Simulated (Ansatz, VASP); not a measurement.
## AgRu2Au2 in VASP and in Ansatz

The input INCAR:

```
PREC = Accurate
ENCUT = 520
EDIFF = 1E-7
ISMEAR = 0
SIGMA = 0.1
LREAL = False
LASPH = True
NELM = 150
ALGO = Normal
ISIF = 2
LWAVE = False
LCHARG = True
ISPIN = 2
MAGMOM = 0 1 1 0 0
LORBIT = 11
LMAXMIX = 4
LDIPOL = True
IDIPOL = 3
DIPOL = 0.5 0.5 0.295
GGA = PE
LELF = True
LVHAR = True
LVACPOTAV = True
NBANDS = 42
```

Contents of KPOINTS:

```
regular mesh
0
Gamma
  6 6 1
```

File POSCAR:

```
AgRu2Au2
1.0
    4.4293152139     -0.0000000027      0.0000000000
   -2.2146576046      3.8358994979      0.0000000000
    0.0000000000      0.0000000000     33.8036224000
Ag Ru Au
1 2 2
Direct
    0.0000000000      0.0000000000      0.2962753936
    0.3333333333      0.6666666667      0.3360896688
    0.6666666667      0.3333333333      0.3360896688
    0.3333333333      0.6666666667      0.2544508655
    0.6666666667      0.3333333333      0.2544508655
```

Input for Ansatz:

```yaml
crystal:
  lattice:
    - [4.4293152139, -2.7e-09, 0.0]
    - [-2.2146576046, 3.8358994979, 0.0]
    - [0.0, 0.0, 33.8036224]
  atoms:
    - { symbol: Ag, position: [0.0, 0.0, 0.2962753936] }
    - { symbol: Ru, position: [0.3333333333, 0.6666666667, 0.3360896688], spin: 1.0 }
    - { symbol: Ru, position: [0.6666666667, 0.3333333333, 0.3360896688], spin: 1.0 }
    - { symbol: Au, position: [0.3333333333, 0.6666666667, 0.2544508655] }
    - { symbol: Au, position: [0.6666666667, 0.3333333333, 0.2544508655] }
  periodic: [true, true, false]
basis:
  ecutwfc: 420
kpoints:
  mp_grid: { grid: [6, 6, 1] }
hamiltonian:
  xc: pbe
scf:
  occupations: { method: gaussian, width: 0.1 }
  lower_state_search: "off"
output:
  forces: true
  stress: true
  eigenvalues: true
  populations: true
magnetization:
  spin_polarized: true
```

Alike in both runs: task single point; functional PBE; k mesh 6 × 6 × 1; occupations gaussian, width 0.1 eV; collinear spin.

|  | VASP | Ansatz |
| --- | --- | --- |
| version | VASP 6.6.1 | Ansatz 0.2.0 |
| potentials or method | VASP PAW PBE potentials, release 64 (Ag, Ru_pv, Au), cutoff 520 eV | scalar-relativistic, plane waves, PAW |
| valence electrons in the cell | 61 | 89 |

|  | VASP | Ansatz | Ansatz less VASP |
| --- | --- | --- | --- |
| gap on the k mesh at the Fermi level (eV) | none | none | - |
| rms of the force components (eV/Å) | 0.005 | 0.008 | +0.0031 |
| net moment per atom (μB) | 0.12 | 0.12 | 0.000 |
| size of the moment on the site where the two differ most (μB) | 0.25 | 0.23 | -0.015 |

Site moments also hang on the region over which each program counts them. Atom by atom the forces differ by 0.004 eV/Å (rms over components). A gap of «none» marks a metal or a gap that the smearing closes. VASP's potentials hold 61 valence electrons a cell and Ansatz's 89, so a difference there can come from the potentials and not from the codes.

Neither program's run includes spin-orbit coupling.
